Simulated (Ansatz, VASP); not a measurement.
## Mg: VASP beside Ansatz

INCAR

```
PREC     = Accurate       # precision mode
ENCUT    = 520            # plane-wave cutoff, eV
EDIFF    = 1E-6           # SCF threshold, eV
ISMEAR   = -1             # smearing method
SIGMA    = 0.1            # smearing width, eV
LREAL    = F              # projectors in reciprocal space
LASPH    = T              # aspherical terms in the spheres
NELM     = 60             # most SCF steps
ALGO     = Normal         # electronic algorithm
ISIF     = 2              # what is computed and relaxed
LWAVE    = F              # write WAVECAR
LCHARG   = T              # write CHGCAR
GGA      = RE             # functional
LELF     = T              # ELF
LVHAR    = T            
NBANDS   = 7              # bands
```

KPOINTS

```
regular mesh
0
Gamma
  12 12 12
```

POSCAR

```
Mg
1.0
    3.0880863219      0.0000000000      0.0000000000
    0.0000000000      3.0880863219      0.0000000000
    0.0000000000      0.0000000000      3.0880863219
Mg
1
Direct
    0.0000000000      0.0000000000      0.0000000000
```

Input for Ansatz:

```yaml
crystal:
  lattice:
    - [3.0880863219, 0.0, 0.0]
    - [0.0, 3.0880863219, 0.0]
    - [0.0, 0.0, 3.0880863219]
  atoms:
    - { symbol: Mg, position: [0.0, 0.0, 0.0] }
hamiltonian:
  xc: revpbe
  pseudopotentials:
    kind: paw
    azcp:
      Mg: "pseudopotentials/Mg.paw.azcp"
basis:
  ecutwfc: 420
  fft_grid_basis: typed
kpoints:
  mp_grid: { grid: [12, 12, 12], shift: [0, 0, 0] }
magnetization:
  spin_polarized: false
scf:
  occupations: { method: fermi_dirac, width: 0.1 }
  lower_state_search: "off"
output:
  stress: true
  write_density: true
  write_potential: true
  elf: true
  volumetric_format: npy
```

Alike in both runs: task single point; functional revPBE; k mesh 12 × 12 × 12; occupations fermi-dirac, width 0.1 eV; no spin polarisation.

|  | VASP | Ansatz |
| --- | --- | --- |
| version | VASP 6.6.1 | Ansatz 0.2.0 |
| potentials or method | VASP PAW PBE potentials, release 64 (Mg), cutoff 520 eV | plane waves (420 eV) with PAW, scalar-relativistic |
| valence electrons in the cell | 2 | 10 |

Ansatz gave:

```
pressure (GPa) : -0.7
```

**Question.** Which values does VASP return?

**Answer.** Pressure (GPa): -0.8.

VASP's potentials were made for PBE, not for revPBE. VASP's potentials hold 2 valence electrons a cell and Ansatz's 10, so a difference there can come from the potentials and not from the codes.
